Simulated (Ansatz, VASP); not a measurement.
## BaCrF6 in VASP and in Ansatz

```
Ba Cr F
1.0
     3.66400    2.11541    2.37900
    -3.66400    2.11541    2.37900
     0.00000   -4.23082    2.37900
Ba Cr F
1 1 6
Direct
  0.50000 0.50000 0.50000
  0.00000 0.00000 0.00000
  0.26000 0.89700 0.26000
  0.26000 0.26000 0.89700
  0.89700 0.26000 0.26000
  0.74000 0.10300 0.74000
  0.10300 0.74000 0.74000
  0.74000 0.74000 0.10300
```

Alike in both runs: task single point; functional LDA; k mesh 4 × 4 × 4; occupations gaussian, width 0.05 eV; collinear spin; Hubbard terms Cr d U = 4.0 eV, J = 0.5 eV.

|  | VASP | Ansatz |
| --- | --- | --- |
| version | VASP 6.6.1 | Ansatz 0.2.0 |
| potentials or method | VASP PAW LDA potentials, release 64 (Ba_sv, Cr_pv, F), cutoff 520 eV | scalar-relativistic, plane waves, PAW |
| valence electrons in the cell | 64 | 66 |

```tsv
	VASP	Ansatz	Ansatz less VASP
pressure (GPa)	-2.8	-4.6	-1.78
traceless stress, the component that is largest in VASP (GPa)	3.24	3.53	+0.290
rms of the force components (eV/Å)	0.320	0.356	+0.0368
net moment per atom (μB)	0.25	0.25	0.000
size of the moment on the site where the two differ most (μB)	2.08	1.61	-0.479
```

LDA's correlation is that of Perdew and Zunger in VASP and of Perdew and Wang (1992) in Ansatz. Site moments also hang on the region over which each program counts them. The programs project onto different local orbitals, so the same U acts differently, and such runs can settle in different states. Atom by atom the forces differ by 0.157 eV/Å (rms over components). VASP's potentials hold 64 valence electrons a cell and Ansatz's 66, so a difference there can come from the potentials and not from the codes. Ansatz's warnings: reached outside group, stability check not made.

Neither program's run includes spin-orbit coupling.
